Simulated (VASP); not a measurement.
# TlH4 (Pm-3m) in VASP: a series of runs, part 2 of 2

VASP 6.6.1.

**4. Relaxation of cell and atoms, PBE**

This run uses another cell than the first one, of 12.93 Å³/atom.

Input file INCAR:

```
PREC = Accurate
ENCUT = 600
EDIFF = 1E-7
ISMEAR = 0
SIGMA = 0.1
LREAL = F
LASPH = T
NELM = 60
ALGO = Normal
ISIF = 3
LWAVE = F
LCHARG = F
GGA = PE
IBRION = 2
NSW = 90
EDIFFG = -0.04
```

Input file KPOINTS:

```
regular mesh
0
Gamma
  4 4 4
```

Input file POSCAR:

```
TlH4
1.0
    4.0138441200      0.0000000000      0.0000000000
    0.0000000000      4.0138441200      0.0000000000
    0.0000000000      0.0000000000      4.0138441200
Tl H
1 4
Direct
    0.5000000000      0.5000000000      0.5000000000
    0.0000000000      0.0000000000      0.0000000000
    0.5000000000      0.5000000000      0.0000000000
    0.5000000000      0.0000000000      0.5000000000
    0.0000000000      0.5000000000      0.5000000000
```

Potentials or basis: VASP PAW PBE potentials, release 64 (Tl_d, H).

The run is started by

```sh
> cat potpaw_PBE.64/Tl_d/POTCAR potpaw_PBE.64/H/POTCAR > POTCAR
> mpirun -np 1 vasp_std > vasp.out
```

OUTCAR:

```text
PREC = Accurate
   ENCUT = 600
   EDIFF = 1E-7
   ISMEAR = 0
   LREAL = F
   LASPH = T
   NELM = 60
   ISIF = 3
   GGA = PE
   IBRION = 2
   NSW = 90
   EDIFFG = -0.04

 ion  position               nearest neighbor table
   1  0.500  0.500  0.500-   3 2.01   4 2.01   5 2.01   3 2.01   4 2.01   5 2.01
   2  0.000  0.000  0.000-
   3  0.500  0.500  0.000-   1 2.01   1 2.01
   4  0.500  0.000  0.500-   1 2.01   1 2.01
   5  0.000  0.500  0.500-   1 2.01   1 2.01

  LATTYP: Found a simple cubic cell.
 ALAT       =     4.0138441200

  Lattice vectors:

 A1 = (   4.0138441200,   0.0000000000,   0.0000000000)
 A2 = (   0.0000000000,   4.0138441200,   0.0000000000)
 A3 = (   0.0000000000,   0.0000000000,   4.0138441200)

Analysis of symmetry for initial positions (statically):
=====================================================================
 Subroutine PRICEL returns:
 Original cell was already a primitive cell.

 Routine SETGRP: Setting up the symmetry group for a
 simple cubic supercell.

 Subroutine GETGRP returns: Found 48 space group operations
 (whereof 48 operations were pure point group operations)
[... 147 lines left out ...]

 number of electron      17.0000006 magnetization

 Free energy of the ion-electron system (eV)
  ---------------------------------------------------
  ext. energy  EPLUGINS =         0.00000000
  ---------------------------------------------------
  free energy    TOTEN  =       -10.78380488 eV

  energy without entropy =      -10.76982243  energy(sigma->0) =      -10.77681365

------------------------ aborting loop because EDIFF is reached ----------------------------------------

  FORCE on cell =-STRESS in cart. coord.  units (eV):
  Direction    XX          YY          ZZ          XY          YZ          ZX
  --------------------------------------------------------------------------------------
  -------------------------------------------------------------------------------------
  Total       -1.8245526     -1.8245526     -1.8245526      0.0000000      0.0000000      0.0000000
  in kB      -45.2048937    -45.2048937    -45.2048937      0.0000000      0.0000000      0.0000000
  external PRESSURE =     -45.2048937 kB  Pullay stress =       0.0000000 kB
[... 65 lines left out ...]
--------------------------------------- Ionic step        3  -------------------------------------------

 number of electron      17.0000001 magnetization

 Free energy of the ion-electron system (eV)
  ---------------------------------------------------
  ext. energy  EPLUGINS =         0.00000000
  ---------------------------------------------------
  free energy    TOTEN  =       -10.90860622 eV

  energy without entropy =      -10.89322991  energy(sigma->0) =      -10.90091807

 E-fermi :   1.3004     XC(G=0):  -8.6719

 val. band max:        1.2743355417   @ k =   0.5000   0.2500   0.0000
 cond. band min:       1.4874800344   @ k =   0.0000   0.0000   0.0000
 fundamental gap:      0.2131444927
 Fermi energy:         1.3003967192

 k-point     1 :       0.0000    0.0000    0.0000
  band No.  band energies     occupation
      1     -10.6838      2.00000
      2     -10.6838      2.00000
      3      -9.6705      2.00000
      4      -9.6705      2.00000
      5      -9.6705      2.00000
      6      -8.3449      2.00000
      7       1.4875      0.00815
      8       2.3898      0.00000
      9       2.3898      0.00000
     10       5.3353      0.00000
     11       5.3353      0.00000
     12       5.3353      0.00000
[... 165 lines left out ...]
  FREE ENERGIE OF THE ION-ELECTRON SYSTEM (eV)
  ---------------------------------------------------
  free  energy   TOTEN  =       -10.9086062196 eV

  energy  without entropy=      -10.8932299126  energy(sigma->0) =      -10.90091807

 reached required accuracy - stopping structural energy minimisation
```

OSZICAR:

```text
N       E                     dE             d eps       ncg     rms          rms(c)
DAV:   1     0.618922088475E+02    0.61892E+02   -0.80074E+03   240   0.129E+03
DAV:   2    -0.967773659865E+01   -0.71570E+02   -0.68896E+02   272   0.236E+02
DAV:   3    -0.112602372341E+02   -0.15825E+01   -0.15771E+01   280   0.342E+01
[... 34 lines left out ...]
DAV:   8    -0.109086040313E+02    0.10122E-03   -0.31033E-04   240   0.112E-01    0.160E-02
DAV:   9    -0.109086100427E+02   -0.60114E-05   -0.16814E-05   264   0.299E-02    0.125E-02
DAV:  10    -0.109086083003E+02    0.17424E-05   -0.75386E-07   264   0.774E-03    0.101E-02
DAV:  11    -0.109086062455E+02    0.20548E-05   -0.36870E-06   256   0.891E-03    0.122E-03
DAV:  12    -0.109086062196E+02    0.25865E-07   -0.14951E-07   192   0.224E-03
   3 F= -.10908606E+02 E0= -.10900918E+02  d E =-.124801E+00
```

Wall time 12 s (1 thread of Intel Xeon 6975P-C (Granite Rapids), shared host); peak memory 0.18 GiB.

Results:

```
Free energy                           : -10.9086 eV
Relaxed volume                        : 11.46 Å³/atom
Relaxed cell                          : a = 3.855 Å, b = 3.855 Å, c = 3.855 Å, α = 90.00°, β = 90.00°, γ = 90.00°
Space group after relaxing (to 0.1 Å) : Pm-3m (No. 221)
Energy gained by relaxing             : 25.0 meV/atom
Ionic steps                           : 3
Pressure after relaxing               : -0.5 GPa
Band gap on the k mesh                : zero (an odd number of electrons rules out a gap without spin polarisation)
```

Step by step:
```tsv
step	energy change (eV)	largest force (eV/Å)	pressure (GPa)	volume (Å³)
1	0.0000	0.0000	-4.52	64.67
2	-0.0792	0.0000	-2.98	61.31
3	-0.1248	0.0000	-0.53	57.29
```

Final structure:
```yaml
crystal:
  lattice:
    - [3.85501, 0.00000, 0.00000]
    - [0.00000, 3.85501, 0.00000]
    - [0.00000, 0.00000, 3.85501]
  atoms:
    - { symbol: Tl, position: [0.50000, 0.50000, 0.50000] }
    - { symbol: H, position: [0.00000, 0.00000, 0.00000] }
    - { symbol: H, position: [0.50000, 0.50000, 0.00000] }
    - { symbol: H, position: [0.50000, 0.00000, 0.50000] }
    - { symbol: H, position: [0.00000, 0.50000, 0.50000] }
```

Caveat: the k points lie up to 0.41 Å⁻¹ apart in the final cell, too coarse for converged energies and pressures of a metal; spin-orbit coupling is left out, which moves the levels of the heavy elements.

**5. Single point, PBE**

This run uses another cell than the first one, of 11.49 Å³/atom.

Input file INCAR:

```
ALGO     = Normal         # electronic algorithm
EDIFF    = 1E-6           # SCF threshold, eV
ENCUT    = 520            # plane-wave cutoff, eV
GGA      = PE             # functional
ISIF     = 2              # what is computed and relaxed
ISMEAR   = 0              # smearing method
LASPH    = T              # aspherical terms in the spheres
LCHARG   = T              # write CHGCAR
LELF     = T              # ELF
LREAL    = F              # projectors in reciprocal space
LVHAR    = T            
LWAVE    = F              # write WAVECAR
NBANDS   = 16             # bands
NELM     = 80             # most SCF steps
PREC     = Accurate       # precision mode
SIGMA    = 0.1            # smearing width, eV
```

Input file KPOINTS:

```
k-points
0
Gamma
  10 10 10
```

POSCAR: that of step 4 with these lines changed.

```diff
@@ -2,5 +2,5 @@
 1.0
-    4.0138441200      0.0000000000      0.0000000000
-    0.0000000000      4.0138441200      0.0000000000
-    0.0000000000      0.0000000000      4.0138441200
+    3.8585846557      0.0000000000      0.0000000000
+    0.0000000000      3.8585846557      0.0000000000
+    0.0000000000      0.0000000000      3.8585846557
 Tl H
```

Potentials or basis: VASP PAW PBE potentials, release 64 (Tl_d, H).

The run is started by

```sh
> cat potpaw_PBE.64/Tl_d/POTCAR potpaw_PBE.64/H/POTCAR > POTCAR
> mpirun -np 1 vasp_std > vasp.out
```

OUTCAR:

```text
EDIFF = 1E-6
   ENCUT = 520
   GGA = PE
   ISIF = 2
   ISMEAR = 0
   LASPH = T
   LREAL = F
   NELM = 80
   PREC = Accurate

 ion  position               nearest neighbor table
   1  0.500  0.500  0.500-   3 1.93   4 1.93   5 1.93   3 1.93   4 1.93   5 1.93
   2  0.000  0.000  0.000-
   3  0.500  0.500  0.000-   1 1.93   1 1.93
   4  0.500  0.000  0.500-   1 1.93   1 1.93
   5  0.000  0.500  0.500-   1 1.93   1 1.93

[... 651 lines left out ...]
     16      13.6133      0.00000

 [... further k-points ...]
[... 5 lines left out ...]
  --------------------------------------------------------------------------------------
  -------------------------------------------------------------------------------------
  Total       -0.0689499     -0.0689499     -0.0689499     -0.0000000     -0.0000000      0.0000000
  in kB       -1.9229158     -1.9229158     -1.9229158     -0.0000000     -0.0000000      0.0000000
  external PRESSURE =      -1.9229158 kB  Pullay stress =       0.0000000 kB

 VOLUME and BASIS-vectors are now :
 -----------------------------------------------------------------------------
  energy-cutoff  :      520.00
  volume of cell :       57.45
      direct lattice vectors                 reciprocal lattice vectors
     3.858584656  0.000000000  0.000000000     0.259162384  0.000000000  0.000000000
     0.000000000  3.858584656  0.000000000     0.000000000  0.259162384  0.000000000
     0.000000000  0.000000000  3.858584656     0.000000000  0.000000000  0.259162384

 POSITION                                       TOTAL-FORCE (eV/Angst)
 -----------------------------------------------------------------------------------
      1.92929      1.92929      1.92929         0.000000      0.000000      0.000000
      0.00000      0.00000      0.00000         0.000000      0.000000      0.000000
      1.92929      1.92929      0.00000         0.000000      0.000000      0.000000
      1.92929      0.00000      1.92929         0.000000      0.000000      0.000000
      0.00000      1.92929      1.92929         0.000000      0.000000      0.000000
 -----------------------------------------------------------------------------------
    total drift:                                0.000000      0.000000      0.000000

  FREE ENERGIE OF THE ION-ELECTRON SYSTEM (eV)
  ---------------------------------------------------
  free  energy   TOTEN  =       -10.7857395957 eV

  energy  without entropy=      -10.7719772985  energy(sigma->0) =      -10.77885845
```

It took 17 s on 1 thread of Intel Xeon 6975P-C (Granite Rapids), shared host; peak memory 0.19 GiB.

What came out:

```yaml
Free_energy: -10.7857 eV
Pressure: -0.2 GPa
Band_gap_on_the_k_mesh: zero (an odd number of electrons rules out a gap without spin polarisation)
```

Levels at points of the mesh, in eV from the Fermi level:
| k point | band 5 | band 6 | band 7 | band 8 | band 9 | band 10 | band 11 | band 12 | band 13 | band 14 |
| --- | --- | --- | --- | --- | --- | --- | --- | --- | --- | --- |
| (0.00, 0.00, 0.00) | -11.02 | -9.69 | 0.17 | 1.01 | 1.01 | 3.98 | 3.98 | 3.98 | 9.86 | 14.13 |
| (0.50, 0.00, 0.00) | -11.02 | -7.96 | -5.05 | 0.42 | 1.23 | 5.25 | 5.25 | 6.50 | 9.85 | 10.10 |
| (0.50, 0.50, 0.00) | -11.08 | -6.30 | -4.30 | -4.30 | -0.63 | 4.46 | 6.46 | 7.73 | 7.73 | 8.96 |
| (0.50, 0.50, 0.50) | -11.16 | -3.98 | -3.91 | -3.91 | -3.91 | -0.11 | 5.65 | 5.65 | 5.65 | 13.95 |

Caveat: spin-orbit coupling is left out, which moves the levels of the heavy elements.

**6. Relaxation of cell and atoms, PBE**

Input file INCAR:

```
PREC     = Accurate       # precision mode
ENCUT    = 600            # plane-wave cutoff, eV
EDIFF    = 1E-6           # SCF threshold, eV
ISMEAR   = 0              # smearing method
SIGMA    = 0.1            # smearing width, eV
LREAL    = False          # projectors in reciprocal space
LASPH    = True           # aspherical terms in the spheres
NELM     = 80             # most SCF steps
ALGO     = Normal         # electronic algorithm
ISIF     = 3              # what is computed and relaxed
LWAVE    = False          # write WAVECAR
LCHARG   = False          # write CHGCAR
GGA      = PE             # functional
IBRION   = 2              # ionic algorithm
NSW      = 100            # ionic steps
EDIFFG   = -0.01          # ionic threshold
```

Input file KPOINTS:

```
Automatic mesh
0
Gamma
  10 10 10
```

POSCAR: that of step 5 with these lines changed.

```diff
@@ -2,5 +2,5 @@
 1.0
-    3.8585846557      0.0000000000      0.0000000000
-    0.0000000000      3.8585846557      0.0000000000
-    0.0000000000      0.0000000000      3.8585846557
+    3.8440576533      0.0000000000      0.0000000000
+    0.0000000000      3.8440576533      0.0000000000
+    0.0000000000      0.0000000000      3.8440576533
 Tl H
```

Potentials or basis: VASP PAW PBE potentials, release 64 (Tl_d, H).

The run is started by

```sh
> cat potpaw_PBE.64/Tl_d/POTCAR potpaw_PBE.64/H/POTCAR > POTCAR
> mpirun -np 1 vasp_std > vasp.out
```

It took 23 s on 1 thread of Intel Xeon 6975P-C (Granite Rapids), shared host; peak memory 0.21 GiB.

It converged, with:

* Free energy: -10.7866 eV
* Relaxed volume: 11.46 Å³/atom
* Relaxed cell: a = 3.856 Å, b = 3.856 Å, c = 3.856 Å, α = 90.00°, β = 90.00°, γ = 90.00°
* Space group after relaxing (to 0.1 Å): Pm-3m (No. 221)
* Energy gained by relaxing: 0.1 meV/atom
* Ionic steps: 3
* Pressure after relaxing: 0.0 GPa
* Band gap on the k mesh: zero (an odd number of electrons rules out a gap without spin polarisation)

The path:
```tsv
step	energy change (eV)	largest force (eV/Å)	pressure (GPa)	volume (Å³)
1	0.0000	0.0000	0.40	56.80
2	-0.0004	0.0000	0.22	57.04
3	-0.0006	0.0000	0.00	57.32
```

Final structure:
```
CELL_PARAMETERS angstrom
3.85560 0.00000 0.00000
0.00000 3.85560 0.00000
0.00000 0.00000 3.85560
ATOMIC_POSITIONS crystal
Tl 0.50000 0.50000 0.50000
H 0.00000 0.00000 0.00000
H 0.50000 0.50000 0.00000
H 0.50000 0.00000 0.50000
H 0.00000 0.50000 0.50000
```

Levels at points of the mesh, in eV from the Fermi level:
```
           k point  band 7  band 8  band 9  band 10  band 11  band 12
(0.00, 0.00, 0.00)    0.17    1.02    1.02     3.98     3.98     3.98
(0.50, 0.00, 0.00)   -5.07    0.42    1.24     5.26     5.26     6.52
(0.50, 0.50, 0.00)   -4.31   -4.31   -0.63     4.47     6.47     7.73
(0.50, 0.50, 0.50)   -3.92   -3.92   -3.92    -0.11     5.65     5.65
```

Caveat: spin-orbit coupling is left out, which moves the levels of the heavy elements.

**7. Overview**

| task | cell | k mesh | cutoff (eV) | gap on the mesh (eV) | pressure (GPa) |
| --- | --- | --- | --- | --- | --- |
| single point | a = 3.844 Å, 5 atoms | 4 × 4 × 4 | 520 | none | -0.3 |
| single point | a = 4.014 Å, 5 atoms | 4 × 4 × 4 | 520 | none | -4.6 |
| relaxation of cell and atoms | relaxed from a = 4.014 Å, 5 atoms | 4 × 4 × 4 | 600 | none | -0.5 |
| single point | a = 3.859 Å, 5 atoms | 10 × 10 × 10 | 520 | none | -0.2 |
| relaxation of cell and atoms | relaxed from a = 3.844 Å, 5 atoms | 10 × 10 × 10 | 600 | none | 0.0 |

Alike in all rows: level PBE; potentials or basis VASP PAW PBE potentials, release 64 (Tl_d, H); no spin polarisation; smearing gaussian 0.1 eV.

Caveats: some runs use coarse meshes; spin-orbit coupling is left out, which moves the levels of the heavy elements.

Absolute energies hang on the potentials; compare differences alone.
